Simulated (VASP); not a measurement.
# Ti6O (P-31m) in VASP: a series of runs

The runs below take Ti6O through single point, with PBEsol.

All numbers are computed with VASP 6.6.1; they aren't measurements. Logs are shortened: lines on timing, memory, paths and dates and some standing lists are left out, and cuts for length are marked.

## (1) The cell of the first run

The structure is trigonal, space group P-31m (No. 162). The conventional cell has a = 4.648 Å, b = 4.648 Å, c = 5.066 Å, α = 90.00°, β = 90.00°, γ = 120.00°. Within 2.7 Å of Ti (site symmetry m) lie 1 O at 2.02 Å and 6 Ti at 2.67 to 2.69 Å. Within 2.7 Å of O (site symmetry -3m) lie 6 Ti at 2.02 Å.

## (2) Single point, PBEsol (strain -0.080 along x and y, +0.080 along z)

INCAR reads:

```
PREC     = Accurate       # precision mode
ENCUT    = 520            # plane-wave cutoff, eV
EDIFF    = 1E-7           # SCF threshold, eV
ISMEAR   = 0              # smearing method
SIGMA    = 0.15           # smearing width, eV
LREAL    = F              # projectors in reciprocal space
LASPH    = T              # aspherical terms in the spheres
NELM     = 100            # most SCF steps
ALGO     = Normal         # electronic algorithm
ISIF     = 2              # what is computed and relaxed
LWAVE    = F              # write WAVECAR
LCHARG   = F              # write CHGCAR
GGA      = PS             # functional
NBANDS   = 48             # bands
```

KPOINTS reads:

```
regular mesh
0
Gamma
  12 12 8
```

POSCAR reads:

```
Ti6O
1.0
    4.6482311629      0.0000000000      0.0000000000
   -2.3241155815      4.0254862698      0.0000000000
    0.0000000000      0.0000000000      5.0656903473
Ti O
6 1
Direct
    0.3313261834      0.0000000000      0.2594789601
    1.0000000000      0.3313261834      0.2594789601
    0.6686738166      0.6686738166      0.2594789601
    1.0000000000      0.6686738166      0.7405210399
    0.6686738166      0.0000000000      0.7405210399
    0.3313261834      0.3313261834      0.7405210399
    0.0000000000      0.0000000000      0.0000000000
```

Potentials or basis: VASP PAW PBE potentials, release 64 (Ti_sv, O).

Started as:

```bash
> cat potpaw_PBE.64/Ti_sv/POTCAR potpaw_PBE.64/O/POTCAR > POTCAR
> mpirun -np 1 vasp_std > vasp.out
```

OUTCAR:

```text
PREC = Accurate
   ENCUT = 520
   EDIFF = 1E-7
   ISMEAR = 0
   LREAL = F
   LASPH = T
   NELM = 100
   ISIF = 2
   GGA = PS

 ion  position               nearest neighbor table
   1  0.331  0.000  0.259-   7 2.02   3 2.67   2 2.67   2 2.69   3 2.69   3 2.69   2 2.69   4 2.88
                             6 2.88   5 2.90
   2  0.000  0.331  0.259-   7 2.02   1 2.67   3 2.67   1 2.69   3 2.69   3 2.69   1 2.69   6 2.88
                             5 2.88   4 2.90
   3  0.669  0.669  0.259-   7 2.02   1 2.67   2 2.67   2 2.69   1 2.69   2 2.69   1 2.69   4 2.88
                             5 2.88   6 2.90
   4  0.000  0.669  0.741-   7 2.02   5 2.67   6 2.67   5 2.69   6 2.69   6 2.69   5 2.69   3 2.88
                             1 2.88   2 2.90
   5  0.669  0.000  0.741-   7 2.02   6 2.67   4 2.67   4 2.69   6 2.69   6 2.69   4 2.69   2 2.88
                             3 2.88   1 2.90
   6  0.331  0.331  0.741-   7 2.02   5 2.67   4 2.67   4 2.69   5 2.69   4 2.69   5 2.69   2 2.88
                             1 2.88   3 2.90
   7  0.000  0.000  0.000-   1 2.02   5 2.02   3 2.02   6 2.02   2 2.02   4 2.02

  LATTYP: Found a hexagonal cell.
 ALAT       =     4.6482311629
 C/A-ratio  =     1.0898103321

  Lattice vectors:

 A1 = (   4.6482311629,   0.0000000000,   0.0000000000)
 A2 = (  -2.3241155815,   4.0254862698,   0.0000000000)
 A3 = (   0.0000000000,   0.0000000000,   5.0656903473)

Analysis of symmetry for initial positions (statically):
=====================================================================
 Subroutine PRICEL returns:
 Original cell was already a primitive cell.

 Routine SETGRP: Setting up the symmetry group for a
 hexagonal supercell.

 Subroutine GETGRP returns: Found 12 space group operations
 (whereof 12 operations were pure point group operations)
 out of a pool of 24 trial point group operations.

The static configuration has the point symmetry D_3d.

Analysis of symmetry for dynamics (positions and initial velocities):
=====================================================================
 Subroutine PRICEL returns:
 Original cell was already a primitive cell.

 Routine SETGRP: Setting up the symmetry group for a
 hexagonal supercell.

 Subroutine GETGRP returns: Found 12 space group operations
 (whereof 12 operations were pure point group operations)
 out of a pool of 24 trial point group operations.

The dynamic configuration has the point symmetry D_3d.

 Subroutine INISYM returns: Found 12 space group operations
 (whereof 12 operations are pure point group operations),
 and found     1 'primitive' translations

----------------------------------------------------------------------------------------

                                     Primitive cell

  volume of cell :      94.7861

  direct lattice vectors                    reciprocal lattice vectors
     4.648231163  0.000000000  0.000000000     0.215135600  0.124208597  0.000000000
    -2.324115582  4.025486270  0.000000000     0.000000000  0.248417193  0.000000000
     0.000000000  0.000000000  5.065690347     0.000000000  0.000000000  0.197406460

  length of vectors
     4.648231163  4.648231163  5.065690347     0.248417193  0.248417193  0.197406460

  position of ions in fractional coordinates (direct lattice)
     0.331326183  0.000000000  0.259478960
     1.000000000  0.331326183  0.259478960
     0.668673817  0.668673817  0.259478960
     1.000000000  0.668673817  0.740521040
     0.668673817  0.000000000  0.740521040
     0.331326183  0.331326183  0.740521040
     0.000000000  0.000000000  0.000000000

  ion indices of the primitive-cell ions
   primitive index   ion index
                 1           1
                 2           2
                 3           3
                 4           4
                 5           5
                 6           6
                 7           7

----------------------------------------------------------------------------------------

 KPOINTS: regular mesh

Automatic generation of k-mesh.
 Grid dimensions read from file:
 generate k-points for:   12   12    8

 Generating k-lattice:

  Cartesian coordinates                     Fractional coordinates (reciprocal lattice)
     0.017927967  0.010350716  0.000000000     0.083333333 -0.000000000  0.000000000
     0.000000000  0.020701433  0.000000000     0.000000000  0.083333333  0.000000000
     0.000000000  0.000000000  0.024675808     0.000000000  0.000000000  0.125000000

  Length of vectors
     0.020701433  0.020701433  0.024675808

  Shift w.r.t. Gamma in fractional coordinates (k-lattice)
     0.000000000  0.000000000  0.000000000

 Subroutine IBZKPT returns following result:
 ===========================================

 Found    131 irreducible k-points:

 Following reciprocal coordinates:
            Coordinates               Weight
  0.000000  0.000000  0.000000      1.000000
  0.083333  0.000000  0.000000      6.000000
  0.166667  0.000000  0.000000      6.000000
  0.250000  0.000000  0.000000      6.000000
  0.333333  0.000000  0.000000      6.000000
  0.416667  0.000000  0.000000      6.000000
[... 16 lines left out ...]
  0.250000  0.000000  0.125000     12.000000
  0.333333  0.000000  0.125000     12.000000
 [... further k-points ...]
   k-points           NKPTS =    131   k-points in BZ     NKDIM =    131   number of bands    NBANDS=     48
   number of dos      NEDOS =    301   number of ions     NIONS =      7
   total plane-waves  NPLWV =  51840
   dimension x,y,z NGX =    36 NGY =   36 NGZ =   40
   dimension x,y,z NGXF=    72 NGYF=   72 NGZF=   80
   ions per type =               6   1
   NGX,Y,Z   is equivalent  to a cutoff of  12.88, 12.88, 13.13 a.u.
   NGXF,Y,Z  is equivalent  to a cutoff of  25.75, 25.75, 26.25 a.u.
 SYSTEM =  unknown system
   PREC   = accura    normal or accurate (medium, high low for compatibility)
   ISTART =      0    job   : 0-new  1-cont  2-samecut
   ICHARG =      2    charge: 1-file 2-atom 10-const
   ISPIN  =      1    spin polarized calculation?
   LNONCOLLINEAR =      F non collinear calculations
   LSORBIT =      F    spin-orbit coupling
   LASPH  =      T    aspherical Exc in radial PAW
   ENCUT  =  520.0 eV  38.22 Ry    6.18 a.u.   8.64  8.64  9.42*2*pi/ulx,y,z
   NELM   =    100;   NELMIN=  2; NELMDL= -5     # of ELM steps
   EDIFF  = 0.1E-06   stopping-criterion for ELM
   LREAL  =      F    real-space projection
   EDIFFG = 0.1E-05   stopping-criterion for IOM
   NSW    =      0    number of steps for IOM
   IBRION =     -1    ionic relax: 0-MD 1-quasi-New 2-CG
   NFREE  =      0    steps in history (QN), initial steepest desc. (CG)
   ISIF   =      2    stress and relaxation
   ISYM   =      2    0-nonsym 1-usesym 2-fastsym
   POTIM  = 0.5000    time-step for ionic-motion
   TEBEG  =    0.0;   TEEND  =   0.0 temperature during run
   PSTRESS=    0.0 pullay stress
   NELECT =      78.0000    total number of electrons
   NUPDOWN=      -1.0000    fix difference up-down
   EMIN   =  10.00;   EMAX   =-10.00  energy-range for DOS
   EFERMI =   0.00;   METHOD = LEGACY
   ISMEAR =     0;   SIGMA  =   0.15  broadening in eV -4-tet -1-fermi 0-gaus
   EFERMI_NEDOS =   21; number of points for ismear=-14 and -15
   IALGO  =     38    algorithm
   IMIX   =      4    mixing-type and parameters
     AMIX     =   0.40;   BMIX     =  1.00
     AMIX_MAG =   1.60;   BMIX_MAG =  1.00
  volume/ion in A,a.u.               =      13.54        91.38
  Fermi-wavevector in a.u.,A,eV,Ry     =   1.534116  2.899058 32.021463  2.353511
  Thomas-Fermi vector in A             =   2.641089
   LORBIT       =      0    0 simple, 1 ext, 2 COOP (PROOUT), +10 PAW based schemes
   GGA     = PS    functional components
   LHFCALC =     F    Hartree Fock is set to
   AEXX    =    0.0000 exact exchange contribution
   IVDW    =     0    specifies the selected vdW correction
   LEPSILON=     F    determine dielectric tensor
   LRPA    =     F    only Hartree local field effects (RPA)
 non-spin polarized calculation
 Gauss-broadening in eV      SIGMA  =   0.15
  energy-cutoff  :      520.00
  volume of cell :       94.79
 maximum number of plane-waves:      2574
 NGX is ok and might be reduce to    36
   NGX = 17   NGY = 17   NGZ = 19

 number of electron      77.9999994 magnetization

 Free energy of the ion-electron system (eV)
  ---------------------------------------------------
  ext. energy  EPLUGINS =         0.00000000
  ---------------------------------------------------
  free energy    TOTEN  =       -59.91390546 eV

  energy without entropy =      -59.82822402  energy(sigma->0) =      -59.87106474

 E-fermi :   9.7553     XC(G=0): -12.4617

 val. band max:        9.7550784328   @ k =   0.1667   0.0000   0.0000
 cond. band min:       9.7571471957   @ k =   0.4167   0.0000   0.0000
 fundamental gap:      0.0020687629
 Fermi energy:         9.7553478823

 k-point     1 :       0.0000    0.0000    0.0000
  band No.  band energies     occupation
      1     -46.5503      2.00000
      2     -46.4399      2.00000
      3     -46.2583      2.00000
      4     -46.2583      2.00000
      5     -46.2541      2.00000
      6     -46.2541      2.00000
[... 40 lines left out ...]
     47      11.8498      0.00000
     48      11.8510      0.00000

 k-point     2 :       0.0833    0.0000    0.0000
  band No.  band energies     occupation
      1     -46.5451      2.00000
      2     -46.4358      2.00000
      3     -46.2650      2.00000
      4     -46.2638      2.00000
      5     -46.2529      2.00000
      6     -46.2529      2.00000
[... 40 lines left out ...]
     47      11.7782      0.00000
     48      11.8389      0.00000

 k-point     3 :       0.1667    0.0000    0.0000
  band No.  band energies     occupation
      1     -46.5298      2.00000
      2     -46.4238      2.00000
      3     -46.2797      2.00000
      4     -46.2732      2.00000
      5     -46.2558      2.00000
      6     -46.2542      2.00000
[... 40 lines left out ...]
     47      11.6047      0.00000
     48      11.8139      0.00000

 k-point     4 :       0.2500    0.0000    0.0000
  band No.  band energies     occupation
      1     -46.5056      2.00000
      2     -46.4050      2.00000
      3     -46.3014      2.00000
      4     -46.2833      2.00000
      5     -46.2650      2.00000
      6     -46.2576      2.00000
[... 958 lines left out ...]
     47      11.4728      0.00000
     48      11.8807      0.00000

 k-point    23 :       0.2500    0.0000    0.1250
  band No.  band energies     occupation
      1     -46.5020      2.00000
      2     -46.4086      2.00000
      3     -46.3001      2.00000
      4     -46.2824      2.00000
      5     -46.2663      2.00000
      6     -46.2585      2.00000
[... 40 lines left out ...]
     47      11.5854      0.00000
     48      11.8291      0.00000

 k-point    24 :       0.3333    0.0000    0.1250
  band No.  band energies     occupation
      1     -46.4712      2.00000
      2     -46.3846      2.00000
      3     -46.3279      2.00000
      4     -46.2910      2.00000
      5     -46.2822      2.00000
      6     -46.2625      2.00000
[... 40 lines left out ...]
     47      11.6948      0.00000
     48      11.8242      0.00000

 [... further k-points ...]
[... 5 lines left out ...]
  --------------------------------------------------------------------------------------
  -------------------------------------------------------------------------------------
  Total       14.6286563     14.6286563     -0.9523531     -0.0000000     -0.0000000      0.0000000
  in kB      247.2693641    247.2693641    -16.0977025     -0.0000000     -0.0000000      0.0000000
  external PRESSURE =     159.4803419 kB  Pullay stress =       0.0000000 kB

 VOLUME and BASIS-vectors are now :
 -----------------------------------------------------------------------------
  energy-cutoff  :      520.00
  volume of cell :       94.79
      direct lattice vectors                 reciprocal lattice vectors
     4.648231163  0.000000000  0.000000000     0.215135600  0.124208597  0.000000000
    -2.324115582  4.025486270  0.000000000     0.000000000  0.248417193  0.000000000
     0.000000000  0.000000000  5.065690347     0.000000000  0.000000000  0.197406460

 POSITION                                       TOTAL-FORCE (eV/Angst)
 -----------------------------------------------------------------------------------
      1.54008      0.00000      1.31444         0.367411      0.000000     -0.064530
     -0.77004      1.33375      1.31444        -0.183705      0.318187     -0.064530
      1.55408      2.69174      1.31444        -0.183705     -0.318187     -0.064530
     -1.55408      2.69174      3.75125         0.183705     -0.318187      0.064530
      3.10815      0.00000      3.75125        -0.367411      0.000000      0.064530
      0.77004      1.33375      3.75125         0.183705      0.318187      0.064530
      0.00000      0.00000      0.00000         0.000000      0.000000      0.000000
 -----------------------------------------------------------------------------------
    total drift:                                0.000000     -0.000000      0.000000

  FREE ENERGIE OF THE ION-ELECTRON SYSTEM (eV)
  ---------------------------------------------------
  free  energy   TOTEN  =       -59.9139054620 eV

  energy  without entropy=      -59.8282240163  energy(sigma->0) =      -59.87106474
```

Run time: 5.1 min. Hardware: 1 thread of Intel Xeon 6975P-C (Granite Rapids), shared host; peak memory 0.52 GiB.

What came out:

- Free energy: -59.9139 eV
- Pressure: 15.9 GPa
- Largest force: 0.373 eV/Å
- Band gap on the k mesh: zero (band 39 reaches 9.94 eV, above the bottom of band 40 at 9.48 eV)

Forces in eV/Å, atoms in the order of the input:
```
Ti   0.367  0.000 -0.065
Ti  -0.184  0.318 -0.065
Ti  -0.184 -0.318 -0.065
Ti   0.184 -0.318  0.065
Ti  -0.367  0.000  0.065
Ti   0.184  0.318  0.065
O    0.000  0.000  0.000
```

Caveat: the cell differs from its parent crystal (strain -0.080 along x and y, +0.080 along z); the PAW data sets were made with another functional, which shifts forces and pressure a little.

## (3) Single point, PBEsol (strain +0.000 along x and y, -0.080 along z)

INCAR reads:

```
PREC = Accurate ; ENCUT = 520
EDIFF = 1E-6 ; ISMEAR = 0
SIGMA = 0.15 ; LREAL = F
LASPH = T ; NELM = 60
ALGO = Normal ; ISIF = 2
LWAVE = F ; LCHARG = F
GGA = PS ; NBANDS = 48
```

KPOINTS reads:

```
Automatic mesh
0
Gamma
  12 12 8
```

Changes to POSCAR since step 2:

```diff
@@ -2,5 +2,5 @@
 1.0
-    4.6482311629      0.0000000000      0.0000000000
-   -2.3241155815      4.0254862698      0.0000000000
-    0.0000000000      0.0000000000      5.0656903473
+    5.0524251771      0.0000000000      0.0000000000
+   -2.5262125886      4.3755285541      0.0000000000
+    0.0000000000      0.0000000000      4.3152177033
 Ti O
```

Potentials or basis: VASP PAW PBE potentials, release 64 (Ti_sv, O).

Started as:

```bash
> cat potpaw_PBE.64/Ti_sv/POTCAR potpaw_PBE.64/O/POTCAR > POTCAR
> mpirun -np 1 vasp_std > vasp.out
```

It took 4.8 min on 1 thread of Intel Xeon 6975P-C (Granite Rapids), shared host; peak memory 0.52 GiB.

Results (log left out):

```
Free energy            : -60.6393 eV
Pressure               : 14.6 GPa
Largest force          : 0.397 eV/Å
Band gap on the k mesh : zero (band 39 reaches 10.10 eV, above the bottom of band 40 at 9.57 eV)
```

Forces in eV/Å, atoms in the order of the input:
```
Ti   0.352  0.000 -0.184
Ti  -0.176  0.305 -0.184
Ti  -0.176 -0.305 -0.184
Ti   0.176 -0.305  0.184
Ti  -0.352  0.000  0.184
Ti   0.176  0.305  0.184
O    0.000  0.000  0.000
```

Stress tensor (GPa, compression positive):
```
 9.54  0.00  0.00
 0.00  9.54  0.00
 0.00  0.00 24.77
```

Levels at points of the mesh, in eV from the Fermi level:
| k point | band 35 | band 36 | band 37 | band 38 | band 39 | band 40 | band 41 | band 42 | band 43 | band 44 |
| --- | --- | --- | --- | --- | --- | --- | --- | --- | --- | --- |
| (0.00, 0.00, 0.00) | -1.45 | -1.30 | -1.30 | 0.30 | 0.30 | 0.60 | 0.60 | 0.62 | 1.12 | 1.12 |
| (0.50, 0.00, 0.00) | -1.46 | -1.34 | -1.09 | -0.79 | -0.43 | 0.34 | 0.66 | 0.88 | 1.01 | 1.05 |
| (0.00, 0.00, 0.50) | -1.18 | -0.54 | -0.54 | -0.28 | -0.28 | -0.15 | 0.02 | 0.02 | 0.37 | 0.37 |
| (0.50, 0.00, 0.50) | -0.85 | -0.80 | -0.69 | -0.58 | -0.52 | -0.19 | 0.30 | 0.77 | 1.05 | 1.23 |

Caveat: the cell differs from its parent crystal (strain +0.000 along x and y, -0.080 along z); the PAW data sets were made with another functional, which shifts forces and pressure a little.
